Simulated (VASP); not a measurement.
# H10CO5 in VASP: a series of runs, part 2 of 2

VASP 6.6.1. Earlier steps stand in the parts before.

### 4 Single point, PBE+D3(BJ)

INCAR reads:

```
SYSTEM = H10CO5
ALGO = Normal ; EDIFF = 1E-6
ENCUT = 520 ; GGA = PE
ISIF = 2 ; ISMEAR = -1
IVDW = 12 ; LASPH = .True.
LCHARG = .False. ; LREAL = Auto
LWAVE = .False. ; NBANDS = 36
NELM = 100 ; PREC = Accurate
SIGMA = 0.002
```

KPOINTS reads:

```
k-points
0
Gamma
  1 1 1
  0 0 0
```

POSCAR reads:

```
H10CO5
1.0
    6.1736310000      0.0000000000      0.0000000000
    0.0000000000      6.1736310000      0.0000000000
    0.0000000000      0.0000000000      6.1736310000
O H C
5 10 1
Direct
    0.2744576085      0.6095278451      1.0187035798
    1.1776537989      0.2839495914      0.7299594031
   -0.1504949032      0.8213156893      0.0822368554
    0.3629468622      0.7898431247      0.5205850495
    0.7469510244      0.3489032629      0.4457344470
    0.4162866229      0.6946155350      1.0398256715
    0.3024476196      0.4703552901      0.9622538179
    1.0941211096      0.3994569808      0.6661071904
    1.0539988542      0.1889649705      0.6992157452
   -0.2030733615      0.8411905409      0.2235637342
   -0.0156309958      0.7561028510      0.1270079148
    0.2275646212      0.7313848204      0.4487472607
    0.4490712192      0.6618795325      0.5355033367
    0.5852795543      0.3196660118      0.7286149755
    0.5536126147      0.0975114969      0.5221238522
    0.6301963950      0.2511811930      0.5625700661
```

Potentials or basis: VASP PAW PBE potentials, release 64 (O, H, C).

On the command line:

```console
$ cat potpaw_PBE.64/O/POTCAR potpaw_PBE.64/H/POTCAR potpaw_PBE.64/C/POTCAR > POTCAR
$ mpirun -np 1 vasp_gam > vasp.out
```

OUTCAR:

```text
SYSTEM = H10CO5
   EDIFF = 1E-6
   ENCUT = 520
   GGA = PE
   ISIF = 2
   ISMEAR = -1
   IVDW = 12
   LASPH = .True.
   LREAL = Auto
   NELM = 100
   PREC = Accurate
 IVDW          = 12

 ion  position               nearest neighbor table
   1  0.274  0.610  0.019-   7 0.94   6 1.03
   2  0.178  0.284  0.730-   8 0.96   9 0.98
   3  0.850  0.821  0.082-  10 0.94  11 0.97
   4  0.363  0.790  0.521-  13 0.96  12 1.01
   5  0.747  0.349  0.446-  16 1.18
   6  0.416  0.695  0.040-   1 1.03
   7  0.302  0.470  0.962-   1 0.94
   8  0.094  0.399  0.666-   2 0.96
   9  0.054  0.189  0.699-   2 0.98
  10  0.797  0.841  0.224-   3 0.94
  11  0.984  0.756  0.127-   3 0.97
  12  0.228  0.731  0.449-   4 1.01
  13  0.449  0.662  0.536-   4 0.96
  14  0.585  0.320  0.729-  16 1.14
  15  0.554  0.098  0.522-  16 1.09
  16  0.630  0.251  0.563-  15 1.09  14 1.14   5 1.18

  LATTYP: Found a simple cubic cell.
 ALAT       =     6.1736310000

  Lattice vectors:

 A1 = (   6.1736310000,   0.0000000000,   0.0000000000)
 A2 = (   0.0000000000,   6.1736310000,   0.0000000000)
 A3 = (   0.0000000000,   0.0000000000,   6.1736310000)

Analysis of symmetry for initial positions (statically):
=====================================================================
 Subroutine PRICEL returns:
 Original cell was already a primitive cell.

 Routine SETGRP: Setting up the symmetry group for a
 simple cubic supercell.

 Subroutine GETGRP returns: Found  1 space group operations
 (whereof  1 operations were pure point group operations)
 out of a pool of 48 trial point group operations.

The static configuration has the point symmetry C_1 .

Analysis of symmetry for dynamics (positions and initial velocities):
[... 132 lines left out ...]
   IALGO  =     38    algorithm
   IMIX   =      4    mixing-type and parameters
     AMIX     =   0.40;   BMIX     =  1.00
     AMIX_MAG =   1.60;   BMIX_MAG =  1.00
  volume/ion in A,a.u.               =      14.71        99.24
  Fermi-wavevector in a.u.,A,eV,Ry     =   0.936164  1.769093 11.924175  0.876402
  Thomas-Fermi vector in A             =   2.063145
   LORBIT       =      0    0 simple, 1 ext, 2 COOP (PROOUT), +10 PAW based schemes
   GGA     = PE    functional components
   LHFCALC =     F    Hartree Fock is set to
   AEXX    =    0.0000 exact exchange contribution
   IVDW    =    12    specifies the selected vdW correction
   LEPSILON=     F    determine dielectric tensor
   LRPA    =     F    only Hartree local field effects (RPA)
 non-spin polarized calculation
  energy-cutoff  :      520.00
  volume of cell :      235.30
 maximum number of plane-waves:      3178
 NGX is ok and might be reduce to    48
   NGX = 23   NGY = 23   NGZ = 23

 number of electron      44.0000007 magnetization

 Free energy of the ion-electron system (eV)
  ---------------------------------------------------
  ext. energy  EPLUGINS =         0.00000000
  ---------------------------------------------------
  free energy    TOTEN  =       -79.21660800 eV

  energy without entropy =      -79.21660800  energy(sigma->0) =      -79.21660800

 E-fermi :  -3.8993     XC(G=0):  -5.6831

 val. band max:       -3.9898221375   @ k =   0.0000   0.0000   0.0000
 cond. band min:      -0.2905427020   @ k =   0.0000   0.0000   0.0000
 fundamental gap:      3.6992794355
 Fermi energy:        -3.8993142782

 k-point     1 :       0.0000    0.0000    0.0000
  band No.  band energies     occupation
      1     -25.0375      2.00000
      2     -23.6560      2.00000
      3     -23.0677      2.00000
      4     -23.0137      2.00000
      5     -22.4468      2.00000
      6     -13.2470      2.00000
[... 26 lines left out ...]
     33       6.2780      0.00000
     34       6.4095      0.00000
 [bands above 34 left out]

------------------------ aborting loop because EDIFF is reached ----------------------------------------

 Edisp (eV)   -0.40798

 E8    (eV) :    -0.0857

  FORCE on cell =-STRESS in cart. coord.  units (eV):
  Direction    XX          YY          ZZ          XY          YZ          ZX
  --------------------------------------------------------------------------------------
  -------------------------------------------------------------------------------------
  Total      -1.18478     4.38244     1.96963    -1.47271    -1.27943    -3.62102
  in kB      -8.06726    29.84040    13.41136   -10.02778    -8.71176   -24.65586
  external pressure =       11.73 kB  Pullay stress =        0.00 kB

 VOLUME and BASIS-vectors are now :
 -----------------------------------------------------------------------------
  energy-cutoff  :      520.00
  volume of cell :      235.30
      direct lattice vectors                 reciprocal lattice vectors
     6.173631000  0.000000000  0.000000000     0.161979231  0.000000000  0.000000000
     0.000000000  6.173631000  0.000000000     0.000000000  0.161979231  0.000000000
     0.000000000  0.000000000  6.173631000     0.000000000  0.000000000  0.161979231

 POSITION                                       TOTAL-FORCE (eV/Angst)
 -----------------------------------------------------------------------------------
      1.69440      3.76300      0.11547         1.247045      3.033740      1.399325
      1.09677      1.75300      4.50650        -1.128760     -0.505061     -0.515126
      5.24453      5.07050      0.50770         0.371357     -0.089646     -0.867573
      2.24070      4.87620      3.21390        -1.863397      0.056732     -0.944350
      4.61140      2.15400      2.75180         2.070070      1.646281     -2.168613
      2.57000      4.28830      0.24587        -1.806190     -1.533214     -0.469186
[... 8 lines left out ...]
      3.41780      0.60200      3.22340        -0.275659     -0.684230     -0.230598
      3.89060      1.55070      3.47310        -1.945929     -0.554440      2.859085
 -----------------------------------------------------------------------------------
    total drift:                                0.007624      0.013987      0.002623

  FREE ENERGIE OF THE ION-ELECTRON SYSTEM (eV)
  ---------------------------------------------------
  free  energy   TOTEN  =       -79.6245917401 eV

  energy  without entropy=      -79.6245917401  energy(sigma->0) =      -79.62459174
```

It took 20 s on 1 thread of Intel Xeon Platinum 8259CL at 2.50GHz (Skylake/Cascade Lake), shared host; peak memory 0.31 GiB.

What came out:

- Free energy: -79.6246 eV
- Pressure: 1.2 GPa
- Largest force: 3.566 eV/Å
- Dispersion energy per atom: -0.025 eV

Forces in eV/Å, atoms in the order of the input:
```
O    1.247  3.034  1.399
O   -1.129 -0.505 -0.515
O    0.371 -0.090 -0.868
O   -1.863  0.057 -0.944
O    2.070  1.646 -2.169
H   -1.806 -1.533 -0.469
H    0.448 -1.473 -0.618
H    0.434  1.725 -0.125
H    0.705 -1.302  0.648
H   -1.528  0.682  1.644
H    1.049 -0.599 -0.991
H    1.407  0.675  0.611
H    0.600 -0.708  0.126
H    0.217 -0.370 -0.357
H   -0.276 -0.684 -0.231
C   -1.946 -0.554  2.859
```

Stress tensor (GPa, compression positive):
```
-0.81 -1.00 -2.47
-1.00  2.98 -0.87
-2.47 -0.87  1.34
```

Levels at points of the mesh, in eV from the Fermi level:
| k point | band 19 | band 20 | band 21 | band 22 | band 23 | band 24 | band 25 | band 26 |
| --- | --- | --- | --- | --- | --- | --- | --- | --- |
| (0.00, 0.00, 0.00) | -1.40 | -0.77 | -0.52 | -0.09 | 3.61 | 3.93 | 6.81 | 7.29 |

Caveat: the k points lie up to 1.02 Å⁻¹ apart, too coarse for converged energies, forces and pressures; the atoms stand as in a frame of molecular dynamics.

### 5 Molecular dynamics, PBE+D3(BJ)

INCAR reads:

```
PREC = Accurate ; ENCUT = 520
EDIFF = 1E-5 ; ISMEAR = -1
SIGMA = 0.002 ; LREAL = Auto
LASPH = True ; NELM = 100
ALGO = Normal ; ISIF = 2
LWAVE = False ; LCHARG = True
GGA = PE ; IVDW = 12
IBRION = 0 ; NSW = 40
POTIM = 0.5 ; TEBEG = 700.0
TEEND = 700.0 ; ISYM = 0
NELMIN = 4 ; RANDOM_SEED = 842558 0 0
MDALGO = 2 ; SMASS = 0
```

KPOINTS reads:

```
Automatic mesh
0
Gamma
  1 1 1
```

POSCAR reads:

```
H10CO5
1.0
    6.1736310000      0.0000000000      0.0000000000
    0.0000000000      6.1736310000      0.0000000000
    0.0000000000      0.0000000000      6.1736310000
O H C
5 10 1
Direct
    0.2962626200      0.6163520900      0.9620973500
    1.0974538400      0.2670475800      0.8059518500
   -0.0962969900      0.9392673300      0.0018780600
    0.3461231900      0.8451743700      0.4469881300
    0.7773406000      0.2230008400      0.5135346900
    0.2974547400      0.6553422200      1.1251905300
    0.2265870800      0.4638474200      0.9491291800
    1.0363318400      0.3287202600      0.6797892200
    0.9844770400      0.1457967700      0.8355444500
   -0.1660893700      1.0026198400      0.1241674900
    0.0596381700      0.9162864000      0.0451309300
    0.5032292800      0.7801205400      0.4531109400
    0.3130999100      0.7928430600      0.5845438600
    0.5955719300      0.0155119900      0.7099165400
    0.4953672700      0.2946260700      0.6824178400
    0.6276193000      0.1817908100      0.6317000600
```

Potentials or basis: VASP PAW PBE potentials, release 64 (O, H, C).

On the command line:

```console
$ cat potpaw_PBE.64/O/POTCAR potpaw_PBE.64/H/POTCAR potpaw_PBE.64/C/POTCAR > POTCAR
$ mpirun -np 1 vasp_gam > vasp.out
```

OUTCAR:

```text
PREC = Accurate
   ENCUT = 520
   EDIFF = 1E-5
   ISMEAR = -1
   LREAL = Auto
   LASPH = True
   NELM = 100
   ISIF = 2
   GGA = PE
   IVDW = 12
   IBRION = 0
   NSW = 40
   POTIM = 0.5
   TEBEG = 700.0
   ISYM = 0
   NELMIN = 4
 IVDW          = 12

 ion  position               nearest neighbor table
   1  0.296  0.616  0.962-   6 1.04   7 1.04
   2  0.097  0.267  0.806-   8 0.95   9 1.04
   3  0.904  0.939  0.002-  10 0.95  11 1.01
   4  0.346  0.845  0.447-  13 0.93  12 1.05
   5  0.777  0.223  0.514-  16 1.20
   6  0.297  0.655  0.125-   1 1.04
   7  0.227  0.464  0.949-   1 1.04
   8  0.036  0.329  0.680-   2 0.95
   9  0.984  0.146  0.836-   2 1.04
  10  0.834  0.003  0.124-   3 0.95
  11  0.060  0.916  0.045-   3 1.01
  12  0.503  0.780  0.453-   4 1.05
  13  0.313  0.793  0.585-   4 0.93
  14  0.596  0.016  0.710-  16 1.15
  15  0.495  0.295  0.682-  16 1.12
  16  0.628  0.182  0.632-  15 1.12  14 1.15   5 1.20

IMPORTANT INFORMATION: All symmetrisations will be switched off!
NOSYMM: (Re-)initialisation of all symmetry stuff for point group C_1.

----------------------------------------------------------------------------------------

                                     Primitive cell

  volume of cell :     235.3000

  direct lattice vectors                    reciprocal lattice vectors
     6.173631000  0.000000000  0.000000000     0.161979231  0.000000000  0.000000000
     0.000000000  6.173631000  0.000000000     0.000000000  0.161979231  0.000000000
     0.000000000  0.000000000  6.173631000     0.000000000  0.000000000  0.161979231

  length of vectors
     6.173631000  6.173631000  6.173631000     0.161979231  0.161979231  0.161979231

  position of ions in fractional coordinates (direct lattice)
     0.296262620  0.616352090  0.962097350
     0.097453840  0.267047580  0.805951850
     0.903703010  0.939267330  0.001878060
     0.346123190  0.845174370  0.446988130
     0.777340600  0.223000840  0.513534690
     0.297454740  0.655342220  0.125190530
[... 8 lines left out ...]
     0.495367270  0.294626070  0.682417840
     0.627619300  0.181790810  0.631700060

  ion indices of the primitive-cell ions
   primitive index   ion index
                 1           1
                 2           2
                 3           3
[... 82 lines left out ...]
  volume/ion in A,a.u.               =      14.71        99.24
  Fermi-wavevector in a.u.,A,eV,Ry     =   0.936164  1.769093 11.924175  0.876402
  Thomas-Fermi vector in A             =   2.063145
   LORBIT       =      0    0 simple, 1 ext, 2 COOP (PROOUT), +10 PAW based schemes
   GGA     = PE    functional components
   LHFCALC =     F    Hartree Fock is set to
   AEXX    =    0.0000 exact exchange contribution
   IVDW    =    12    specifies the selected vdW correction
   LEPSILON=     F    determine dielectric tensor
   LRPA    =     F    only Hartree local field effects (RPA)
 molecular dynamics for ions
 non-spin polarized calculation
  energy-cutoff  :      520.00
  volume of cell :      235.30
 maximum number of plane-waves:      3178
 NGX is ok and might be reduce to    48
   NGX = 23   NGY = 23   NGZ = 23

--------------------------------------- Ionic step        1  -------------------------------------------

 number of electron      43.9999991 magnetization

 Free energy of the ion-electron system (eV)
  ---------------------------------------------------
  ext. energy  EPLUGINS =         0.00000000
  ---------------------------------------------------
  free energy    TOTEN  =       -79.45013606 eV

  energy without entropy =      -79.45013606  energy(sigma->0) =      -79.45013606

------------------------ aborting loop because EDIFF is reached ----------------------------------------

 Edisp (eV)   -0.41375

 E8    (eV) :    -0.0876
[... 173 lines left out ...]
  ENERGY OF THE ELECTRON-ION-THERMOSTAT SYSTEM (eV)
  ---------------------------------------------------
% ion-electron   TOTEN  =       -79.755953  see above
  kinetic energy EKIN   =         1.254530
  kin. lattice  EKIN_LAT=         0.000000  (temperature  647.03 K)
  nose potential ES     =        -0.002561
  nose kinetic   EPS    =         0.000158
  ---------------------------------------------------
  total energy   ETOTAL =       -78.503825 eV

[... ionic steps 4 to 37 ...]

--------------------------------------- Ionic step       38  -------------------------------------------

 number of electron      44.0000005 magnetization

------------------------ aborting loop because EDIFF is reached ----------------------------------------
[... 123 lines left out ...]
--------------------------------------- Ionic step       40  -------------------------------------------

 number of electron      44.0000005 magnetization

 Free energy of the ion-electron system (eV)
  ---------------------------------------------------
  ext. energy  EPLUGINS =         0.00000000
  ---------------------------------------------------
  free energy    TOTEN  =       -79.29760957 eV

  energy without entropy =      -79.29760957  energy(sigma->0) =      -79.29760957

 E-fermi :  -3.5707     XC(G=0):  -5.6361

 val. band max:       -3.6232235358   @ k =   0.0000   0.0000   0.0000
 cond. band min:      -0.1445577758   @ k =   0.0000   0.0000   0.0000
 fundamental gap:      3.4786657599
 Fermi energy:        -3.5706871417

 k-point     1 :       0.0000    0.0000    0.0000
  band No.  band energies     occupation
      1     -24.3787      2.00000
      2     -23.6610      2.00000
      3     -23.6224      2.00000
      4     -22.6512      2.00000
      5     -22.0787      2.00000
      6     -13.1604      2.00000
[... 76 lines left out ...]
  ENERGY OF THE ELECTRON-ION-THERMOSTAT SYSTEM (eV)
  ---------------------------------------------------
% ion-electron   TOTEN  =       -79.711175  see above
  kinetic energy EKIN   =         1.103099
  kin. lattice  EKIN_LAT=         0.000000  (temperature  568.93 K)
  nose potential ES     =         0.071155
  nose kinetic   EPS    =         0.025326
  ---------------------------------------------------
  total energy   ETOTAL =       -78.511596 eV
```

OSZICAR:

```text
N       E                     dE             d eps       ncg     rms          rms(c)
DAV:   1     0.378517111096E+03    0.37852E+03   -0.22304E+04    62   0.124E+03
[... 257 lines left out ...]
     39 T=   483. E= -.78504451E+02 F= -.79565235E+02 E0= -.79565235E+02  EK= 0.93638E+00 SP= 0.11E+00 SK= 0.16E-01
       N       E                     dE             d eps       ncg     rms          rms(c)
DAV:   1    -0.792971666131E+02   -0.14541E+00   -0.76704E-03    62   0.222E+00    0.485E-02
DAV:   2    -0.792976235958E+02   -0.45698E-03   -0.49088E-03    76   0.464E-01    0.431E-02
DAV:   3    -0.792976147279E+02    0.88679E-05   -0.42392E-05    76   0.429E-02    0.325E-02
DAV:   4    -0.792976095652E+02    0.51627E-05   -0.44273E-05    76   0.420E-02
     40 T=   569. E= -.78511596E+02 F= -.79711175E+02 E0= -.79711175E+02  EK= 0.11031E+01 SP= 0.71E-01 SK= 0.25E-01
```

It took 5.3 min on 1 thread of Intel Xeon Platinum 8259CL at 2.50GHz (Skylake/Cascade Lake), shared host; peak memory 0.34 GiB.

Results:

```
Dispersion energy per atom : -0.026 eV
```

Step by step:
| step | potential energy change (eV) | largest force (eV/Å) | pressure (GPa) | volume (Å³) | temperature (K) |
| --- | --- | --- | --- | --- | --- |
| 1 | 0.0000 | 4.2238 | -1.01 | 235.30 | 689 |
| 2 | 0.0832 | 4.5046 | -1.06 | 235.30 | 659 |
| 3 | 0.1079 | 4.2285 | -1.11 | 235.30 | 647 |
| 4 | 0.0744 | 3.3807 | -1.13 | 235.30 | 665 |
| 5 | 0.0189 | 3.2544 | -1.10 | 235.30 | 695 |
| 6 | -0.0192 | 3.2851 | -1.00 | 235.30 | 717 |
| 7 | -0.0280 | 3.2290 | -0.81 | 235.30 | 725 |
| 8 | -0.0279 | 3.6233 | -0.58 | 235.30 | 728 |
| 9 | -0.0494 | 4.5469 | -0.38 | 235.30 | 740 |
| 10 | -0.1005 | 4.7155 | -0.23 | 235.30 | 765 |
| 11 | -0.1580 | 4.2461 | -0.14 | 235.30 | 791 |
| 12 | -0.1918 | 4.5051 | -0.07 | 235.30 | 802 |
| 13 | -0.1896 | 5.0318 | -0.02 | 235.30 | 793 |
| 14 | -0.1509 | 4.8079 | 0.00 | 235.30 | 762 |
| 15 | -0.0815 | 5.3336 | -0.03 | 235.30 | 715 |
| 16 | -0.0101 | 6.2551 | -0.13 | 235.30 | 668 |
| 17 | 0.0229 | 6.4850 | -0.33 | 235.30 | 641 |
| 18 | 0.0116 | 5.7009 | -0.63 | 235.30 | 636 |
| 19 | -0.0170 | 4.8570 | -0.95 | 235.30 | 642 |
| 20 | -0.0485 | 5.6052 | -1.26 | 235.30 | 652 |
| 21 | -0.0921 | 5.5340 | -1.52 | 235.30 | 669 |
| 22 | -0.1486 | 4.5466 | -1.71 | 235.30 | 691 |
| 23 | -0.1907 | 3.1392 | -1.78 | 235.30 | 706 |
| 24 | -0.1860 | 2.7466 | -1.69 | 235.30 | 697 |
| 25 | -0.1312 | 3.8881 | -1.45 | 235.30 | 664 |
| 26 | -0.0596 | 4.9743 | -1.13 | 235.30 | 624 |
| 27 | -0.0123 | 5.2274 | -0.82 | 235.30 | 597 |
| 28 | -0.0050 | 4.6354 | -0.56 | 235.30 | 592 |
| 29 | -0.0279 | 4.1075 | -0.37 | 235.30 | 604 |
| 30 | -0.0716 | 4.8498 | -0.24 | 235.30 | 630 |
| 31 | -0.1386 | 4.9931 | -0.17 | 235.30 | 669 |
| 32 | -0.2231 | 4.2740 | -0.13 | 235.30 | 717 |
| 33 | -0.2915 | 2.9258 | -0.06 | 235.30 | 756 |
| 34 | -0.2926 | 3.2058 | 0.11 | 235.30 | 759 |
| 35 | -0.1902 | 3.4536 | 0.40 | 235.30 | 709 |
| 36 | 0.0055 | 4.9796 | 0.76 | 235.30 | 612 |
| 37 | 0.2193 | 7.1896 | 1.09 | 235.30 | 508 |
| 38 | 0.3377 | 8.1883 | 1.21 | 235.30 | 455 |
| 39 | 0.2986 | 7.6055 | 1.03 | 235.30 | 483 |
| 40 | 0.1527 | 5.9159 | 0.63 | 235.30 | 569 |

Caveat: the k points lie up to 1.02 Å⁻¹ apart, too coarse for converged energies, forces and pressures.

### 6 Overview

```csv
task,cell,pressure (GPa),largest force (eV/Å)
single point,"as given, atomic positions A",0.1,3.54
single point,"as given, atomic positions B",-1.0,3.32
single point,"as given, atomic positions C",1.2,3.57
molecular dynamics,"as given, atomic positions D",-,-
```

Alike in all rows: level PBE+D3(BJ); potentials or basis VASP PAW PBE potentials, release 64 (O, H, C); no spin polarisation; k mesh 1 × 1 × 1; cutoff (eV) 520; smearing fermi-dirac 0.002 eV.

Caveats: all runs use coarse meshes; the atoms stand as in a frame of molecular dynamics (at least some runs).

Absolute energies hang on the potentials; compare differences alone.
